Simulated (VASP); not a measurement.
Here is a VASP 6.6.1 calculation.

Contents of INCAR:

```
  PREC = Accurate
  ENCUT = 500
  EDIFF = 1E-6
  ISMEAR = -1
  SIGMA = 0.05
  LREAL = F
  LASPH = T
  NELM = 120
  ALGO = Normal
  ISIF = 2
  LWAVE = F
  LCHARG = T
  GGA = PS
  LELF = T
  LVHAR = T
  NBANDS = 16
  GGA_COMPAT = F
```

File KPOINTS:

```
Automatic mesh
0
Gamma
  4 4 4
```

POSCAR

```
Cs
1.0
    0.0000000000      3.1441676885      3.1441676885
    3.1441676885      0.0000000000      3.1441676885
    3.1441676885      3.1441676885      0.0000000000
Cs
2
Direct
    1.0000000000      1.0000000000      1.0000000000
    0.2500000000      0.2500000000      0.2500000000
```

Potentials or basis: VASP PAW PBE potentials, release 64 (Cs_sv).

Launch:

```sh
$ cat potpaw_PBE.64/Cs_sv/POTCAR > POTCAR
$ mpirun -np 1 vasp_std > vasp.out
```

Q: Predict the pressure.

A: 46.6 GPa.

Q: What does it give for the band gap on the k mesh?

A: Zero (bands 9 and 10 overlap by 1.14 eV).

Caveat: the k points lie up to 0.43 Å⁻¹ apart, too coarse for converged energies and pressures of a metal; the PAW data sets were made with another functional, which shifts forces and pressure a little; spin-orbit coupling is left out, which moves the levels of the heavy elements.
